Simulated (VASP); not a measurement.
# GeSb4Te4 (P-3m1) in VASP: relaxation of cell and atoms with PBE

Aim: the relaxation of cell and atoms of GeSb4Te4 with PBE.

All numbers are computed with VASP 6.6.1; they aren't measurements. Logs are shortened: lines on timing, memory, paths and dates and some standing lists are left out, and cuts for length are marked.

## Step 1: The cell of the first run

The structure is trigonal, space group P-3m1 (No. 164). Conventional cell: a = 4.334 Å, b = 4.334 Å, c = 17.367 Å, α = 90.00°, β = 90.00°, γ = 120.00°. Within 4.0 Å of Ge (site symmetry -3m) lie 6 Te at 3.03 Å. Within 3.9 Å of Sb (site symmetry 3m) lie 3 Sb at 2.94 Å and 3 Te at 3.52 Å. Sb (site symmetry 3m) has 6 Te at 3.03 to 3.21 Å within 4.0 Å. Te (site symmetry 3m) has 3 Ge at 3.03 Å and 3 Sb at 3.21 Å within 4.0 Å. Within 4.0 Å of Te (site symmetry 3m) lie 6 Sb at 3.03 to 3.52 Å.

## Step 2: Relaxation of cell and atoms, PBE

File INCAR:

```
ALGO = Normal
EDIFF = 1E-6
EDIFFG = -0.01
ENCUT = 600
GGA = PE
IBRION = 2
ISIF = 3
ISMEAR = 0
LASPH = T
LCHARG = F
LREAL = F
LWAVE = F
NELM = 100
NSW = 100
PREC = Accurate
SIGMA = 0.01
```

File KPOINTS:

```
k-points
0
Gamma
  12 12 2
```

File POSCAR:

```
GeSb4Te4
1.0
    4.3342494749      0.0000000000      0.0000000000
   -2.1671247374      3.7535701516      0.0000000000
    0.0000000000      0.0000000000     17.3673160000
Ge Sb Te
1 4 4
Direct
    0.0000000000      0.0000000000      0.0000000000
    0.3333333300      0.6666666700      0.5445200000
    0.6666666700      0.3333333300      0.4554800000
    0.6666666700      0.3333333300      0.7857900000
    0.3333333300      0.6666666700      0.2142100000
    0.3333333300      0.6666666700      0.9018000000
    0.6666666700      0.3333333300      0.0982000000
    0.0000000000      0.0000000000      0.6872210000
    0.0000000000      0.0000000000      0.3127790000
```

Potentials or basis: VASP PAW PBE potentials, release 64 (Ge_d, Sb, Te).

On the command line:

```console
$ cat potpaw_PBE.64/Ge_d/POTCAR potpaw_PBE.64/Sb/POTCAR potpaw_PBE.64/Te/POTCAR > POTCAR
$ mpirun -np 1 vasp_std > vasp.out
```

OUTCAR:

```text
EDIFF = 1E-6
   EDIFFG = -0.01
   ENCUT = 600
   GGA = PE
   IBRION = 2
   ISIF = 3
   ISMEAR = 0
   LASPH = T
   LREAL = F
   NELM = 100
   NSW = 100
   PREC = Accurate

 ion  position               nearest neighbor table
   1  0.000  0.000  0.000-   6 3.03   7 3.03   6 3.03   7 3.03   7 3.03   6 3.03
   2  0.333  0.667  0.545-   3 2.94   3 2.94   3 2.94   8 3.52   8 3.52   8 3.52
   3  0.667  0.333  0.455-   2 2.94   2 2.94   2 2.94   9 3.52   9 3.52   9 3.52
   4  0.667  0.333  0.786-   8 3.03   8 3.03   8 3.03   6 3.21   6 3.21   6 3.21
   5  0.333  0.667  0.214-   9 3.03   9 3.03   9 3.03   7 3.21   7 3.21   7 3.21
   6  0.333  0.667  0.902-   1 3.03   1 3.03   1 3.03   4 3.21   4 3.21   4 3.21
   7  0.667  0.333  0.098-   1 3.03   1 3.03   1 3.03   5 3.21   5 3.21   5 3.21
   8  0.000  0.000  0.687-   4 3.03   4 3.03   4 3.03   2 3.52   2 3.52   2 3.52
   9  0.000  0.000  0.313-   5 3.03   5 3.03   5 3.03   3 3.52   3 3.52   3 3.52

  LATTYP: Found a hexagonal cell.
 ALAT       =     4.3342494749
 C/A-ratio  =     4.0069950058

  Lattice vectors:

 A1 = (   4.3342494749,   0.0000000000,   0.0000000000)
 A2 = (  -2.1671247374,   3.7535701516,   0.0000000000)
 A3 = (   0.0000000000,   0.0000000000,  17.3673160000)

Analysis of symmetry for initial positions (statically):
=====================================================================
 Subroutine PRICEL returns:
 Original cell was already a primitive cell.

 Routine SETGRP: Setting up the symmetry group for a
 hexagonal supercell.

 Subroutine GETGRP returns: Found 12 space group operations
 (whereof 12 operations were pure point group operations)
 out of a pool of 24 trial point group operations.

The static configuration has the point symmetry D_3d.

Analysis of symmetry for dynamics (positions and initial velocities):
=====================================================================
 Subroutine PRICEL returns:
 Original cell was already a primitive cell.

 Routine SETGRP: Setting up the symmetry group for a
 hexagonal supercell.

 Subroutine GETGRP returns: Found 12 space group operations
 (whereof 12 operations were pure point group operations)
 out of a pool of 24 trial point group operations.

The dynamic configuration has the point symmetry D_3d.

 Subroutine INISYM returns: Found 12 space group operations
 (whereof 12 operations are pure point group operations),
 and found     1 'primitive' translations

----------------------------------------------------------------------------------------

                                     Primitive cell

  volume of cell :     282.5473

  direct lattice vectors                    reciprocal lattice vectors
     4.334249475  0.000000000  0.000000000     0.230720452  0.133206515  0.000000000
    -2.167124737  3.753570152  0.000000000     0.000000000  0.266413031  0.000000000
     0.000000000  0.000000000 17.367316000     0.000000000  0.000000000  0.057579421

  length of vectors
     4.334249475  4.334249475 17.367316000     0.266413031  0.266413031  0.057579421

  position of ions in fractional coordinates (direct lattice)
     0.000000000  0.000000000  0.000000000
     0.333333330  0.666666670  0.544520000
     0.666666670  0.333333330  0.455480000
     0.666666670  0.333333330  0.785790000
     0.333333330  0.666666670  0.214210000
     0.333333330  0.666666670  0.901800000
     0.666666670  0.333333330  0.098200000
     0.000000000  0.000000000  0.687221000
     0.000000000  0.000000000  0.312779000

  ion indices of the primitive-cell ions
   primitive index   ion index
                 1           1
                 2           2
                 3           3
                 4           4
                 5           5
                 6           6
                 7           7
                 8           8
                 9           9

----------------------------------------------------------------------------------------

 KPOINTS: k-points

Automatic generation of k-mesh.
 Grid dimensions read from file:
 generate k-points for:   12   12    2

 Generating k-lattice:

  Cartesian coordinates                     Fractional coordinates (reciprocal lattice)
     0.019226704  0.011100543  0.000000000     0.083333333  0.000000000  0.000000000
     0.000000000  0.022201086  0.000000000     0.000000000  0.083333333  0.000000000
     0.000000000  0.000000000  0.028789711     0.000000000  0.000000000  0.500000000

  Length of vectors
     0.022201086  0.022201086  0.028789711

  Shift w.r.t. Gamma in fractional coordinates (k-lattice)
     0.000000000  0.000000000  0.000000000

 Subroutine IBZKPT returns following result:
 ===========================================

 Found     38 irreducible k-points:

 Following reciprocal coordinates:
            Coordinates               Weight
  0.000000  0.000000  0.000000      1.000000
  0.083333  0.000000  0.000000      6.000000
  0.166667  0.000000  0.000000      6.000000
  0.250000  0.000000  0.000000      6.000000
  0.333333 -0.000000  0.000000      6.000000
  0.416667  0.000000  0.000000      6.000000
[... 16 lines left out ...]
  0.250000  0.000000  0.500000      6.000000
  0.333333 -0.000000  0.500000      6.000000
 [... further k-points ...]
   k-points           NKPTS =     38   k-points in BZ     NKDIM =     38   number of bands    NBANDS=     34
   number of dos      NEDOS =    301   number of ions     NIONS =      9
   total plane-waves  NPLWV = 181440
   dimension x,y,z NGX =    36 NGY =   36 NGZ =  140
   dimension x,y,z NGXF=    72 NGYF=   72 NGZF=  280
   ions per type =               1   4   4
   NGX,Y,Z   is equivalent  to a cutoff of  13.81, 13.81, 13.40 a.u.
   NGXF,Y,Z  is equivalent  to a cutoff of  27.62, 27.62, 26.80 a.u.
 SYSTEM =  unknown system
   PREC   = accura    normal or accurate (medium, high low for compatibility)
   ISTART =      0    job   : 0-new  1-cont  2-samecut
   ICHARG =      2    charge: 1-file 2-atom 10-const
   ISPIN  =      1    spin polarized calculation?
   LNONCOLLINEAR =      F non collinear calculations
   LSORBIT =      F    spin-orbit coupling
   LASPH  =      T    aspherical Exc in radial PAW
   ENCUT  =  600.0 eV  44.10 Ry    6.64 a.u.   8.66  8.66 34.69*2*pi/ulx,y,z
   NELM   =    100;   NELMIN=  2; NELMDL= -5     # of ELM steps
   EDIFF  = 0.1E-05   stopping-criterion for ELM
   LREAL  =      F    real-space projection
   EDIFFG = -.1E-01   stopping-criterion for IOM
   NSW    =    100    number of steps for IOM
   IBRION =      2    ionic relax: 0-MD 1-quasi-New 2-CG
   NFREE  =      1    steps in history (QN), initial steepest desc. (CG)
   ISIF   =      3    stress and relaxation
   ISYM   =      2    0-nonsym 1-usesym 2-fastsym
   POTIM  = 0.5000    time-step for ionic-motion
   TEBEG  =    0.0;   TEEND  =   0.0 temperature during run
   PSTRESS=    0.0 pullay stress
   NELECT =      58.0000    total number of electrons
   NUPDOWN=      -1.0000    fix difference up-down
   EMIN   =  10.00;   EMAX   =-10.00  energy-range for DOS
   EFERMI =   0.00;   METHOD = LEGACY
   ISMEAR =     0;   SIGMA  =   0.01  broadening in eV -4-tet -1-fermi 0-gaus
   EFERMI_NEDOS =   21; number of points for ismear=-14 and -15
   IALGO  =     38    algorithm
   IMIX   =      4    mixing-type and parameters
     AMIX     =   0.40;   BMIX     =  1.00
     AMIX_MAG =   1.60;   BMIX_MAG =  1.00
  volume/ion in A,a.u.               =      31.39       211.86
  Fermi-wavevector in a.u.,A,eV,Ry     =   0.965726  1.824957 12.689148  0.932626
  Thomas-Fermi vector in A             =   2.095467
   LORBIT       =      0    0 simple, 1 ext, 2 COOP (PROOUT), +10 PAW based schemes
   GGA     = PE    functional components
   LHFCALC =     F    Hartree Fock is set to
   AEXX    =    0.0000 exact exchange contribution
   IVDW    =     0    specifies the selected vdW correction
   LEPSILON=     F    determine dielectric tensor
   LRPA    =     F    only Hartree local field effects (RPA)
 conjugate gradient relaxation of ions
 non-spin polarized calculation
 Gauss-broadening in eV      SIGMA  =   0.01
  energy-cutoff  :      600.00
  volume of cell :      282.55
 maximum number of plane-waves:      9468
 NGX is ok and might be reduce to    36
   NGX = 17   NGY = 17   NGZ = 69

--------------------------------------- Ionic step        1  -------------------------------------------

 number of electron      57.9999998 magnetization

 Free energy of the ion-electron system (eV)
  ---------------------------------------------------
  ext. energy  EPLUGINS =         0.00000000
  ---------------------------------------------------
  free energy    TOTEN  =       -34.38225241 eV

  energy without entropy =      -34.38225241  energy(sigma->0) =      -34.38225241

------------------------ aborting loop because EDIFF is reached ----------------------------------------

  FORCE on cell =-STRESS in cart. coord.  units (eV):
  Direction    XX          YY          ZZ          XY          YZ          ZX
  --------------------------------------------------------------------------------------
  -------------------------------------------------------------------------------------
  Total        0.2413549      0.2413549      0.2627566      0.0000000      0.0000000      0.0000000
  in kB        1.3685967      1.3685967      1.4899546      0.0000000      0.0000000      0.0000000
  external PRESSURE =       1.4090493 kB  Pullay stress =       0.0000000 kB
[... 110 lines left out ...]
  FREE ENERGIE OF THE ION-ELECTRON SYSTEM (eV)
  ---------------------------------------------------
  free  energy   TOTEN  =       -34.3835936099 eV

  energy  without entropy=      -34.3835936098  energy(sigma->0) =      -34.38359361

[... ionic steps 4 to 18 ...]

--------------------------------------- Ionic step       19  -------------------------------------------

 number of electron      57.9999992 magnetization

------------------------ aborting loop because EDIFF is reached ----------------------------------------
[... 81 lines left out ...]
--------------------------------------- Ionic step       21  -------------------------------------------

 number of electron      57.9999992 magnetization

 Free energy of the ion-electron system (eV)
  ---------------------------------------------------
  ext. energy  EPLUGINS =         0.00000000
  ---------------------------------------------------
  free energy    TOTEN  =       -34.39509976 eV

  energy without entropy =      -34.39509976  energy(sigma->0) =      -34.39509976

 E-fermi :   6.3561     XC(G=0):  -9.2786

 val. band max:        6.3173674856   @ k =   0.0000   0.0000   0.0000
 cond. band min:       6.3972647562   @ k =   0.0833   0.0000   0.5000
 fundamental gap:      0.0798972706
 Fermi energy:         6.3560864522

 k-point     1 :       0.0000    0.0000    0.0000
  band No.  band energies     occupation
      1     -18.7776      2.00000
      2     -18.7776      2.00000
      3     -18.7737      2.00000
      4     -18.7720      2.00000
      5     -18.7720      2.00000
      6      -6.8439      2.00000
[... 877 lines left out ...]
     33       7.9112      0.00000
     34       7.9567      0.00000

 [... further k-points ...]
[... 5 lines left out ...]
  --------------------------------------------------------------------------------------
  -------------------------------------------------------------------------------------
  Total       -0.0434245     -0.0434245     -0.0236527     -0.0000000      0.0000000      0.0000000
  in kB       -0.2435825     -0.2435825     -0.1326761     -0.0000000      0.0000000      0.0000000
  external PRESSURE =      -0.2066137 kB  Pullay stress =       0.0000000 kB
[... 24 lines left out ...]
  FREE ENERGIE OF THE ION-ELECTRON SYSTEM (eV)
  ---------------------------------------------------
  free  energy   TOTEN  =       -34.3950997641 eV

  energy  without entropy=      -34.3950997641  energy(sigma->0) =      -34.39509976

 reached required accuracy - stopping structural energy minimisation
```

It took 1.6 h on 1 thread of Oxide Virtual Turin-like, shared host; peak memory 0.77 GiB.

What came out:

| Property | Result |
| --- | --- |
| Free energy | -34.3951 eV |
| Relaxed volume | 31.74 Å³/atom |
| Relaxed cell | a = 4.332 Å, b = 4.332 Å, c = 17.571 Å, α = 90.00°, β = 90.00°, γ = 120.00° |
| Space group after relaxing (to 0.1 Å) | P-3m1 (No. 164) |
| Energy gained by relaxing | 1.4 meV/atom |
| Ionic steps | 21 |
| Pressure after relaxing | 0.0 GPa |
| Largest force after relaxing | 0.010 eV/Å |
| Band gap on the k mesh | 0.08 eV (least direct gap 0.09 eV) |

Forces in eV/Å, atoms in the order of the input:
```
Ge   0.000  0.000  0.000
Sb   0.000  0.000  0.003
Sb   0.000  0.000 -0.003
Sb   0.000  0.000 -0.004
Sb   0.000  0.000  0.004
Te   0.000  0.000  0.005
Te   0.000  0.000 -0.005
Te   0.000  0.000  0.010
Te   0.000  0.000 -0.010
```

The path:
```
step  energy change (eV)  largest force (eV/Å)  pressure (GPa)  volume (Å³)
   1              0.0000                0.0744            0.14       282.55
   2             -0.0013                0.0798           -0.07       283.68
   3             -0.0013                0.0842           -0.13       283.95
   4             -0.0025                0.0714           -0.10       283.89
   5             -0.0047                0.1033           -0.04       283.71
   6             -0.0037                0.2418            0.07       283.34
   7             -0.0052                0.1521           -0.01       283.58
   8             -0.0068                0.1158            0.05       283.46
   9             -0.0091                0.0383            0.18       283.18
  10             -0.0076                0.1385            0.44       282.62
  11             -0.0095                0.0219            0.24       283.01
  12             -0.0110                0.0276            0.11       284.04
  13             -0.0114                0.0503           -0.03       285.06
  14             -0.0118                0.0439           -0.05       285.24
  15             -0.0125                0.0240           -0.08       285.77
  16             -0.0125                0.0262           -0.09       285.88
  17             -0.0127                0.0256            0.08       285.14
  18             -0.0128                0.0185            0.01       285.42
  19             -0.0128                0.0110            0.01       285.44
  20             -0.0128                0.0106            0.01       285.46
  21             -0.0128                0.0096           -0.02       285.63
```

Final structure:
```
Ge Sb Te
1.0
     4.33244    0.00000    0.00000
    -2.16622    3.75200    0.00000
     0.00000    0.00000   17.57132
Ge Sb Te
1 4 4
Direct
  0.00000 0.00000 0.00000
  0.33333 0.66667 0.54447
  0.66667 0.33333 0.45553
  0.66667 0.33333 0.79000
  0.33333 0.66667 0.21000
  0.33333 0.66667 0.90402
  0.66667 0.33333 0.09598
  0.00000 0.00000 0.69257
  0.00000 0.00000 0.30743
```

Caveat: spin-orbit coupling is left out, which moves the levels of the heavy elements. A k mesh can miss the band edges.
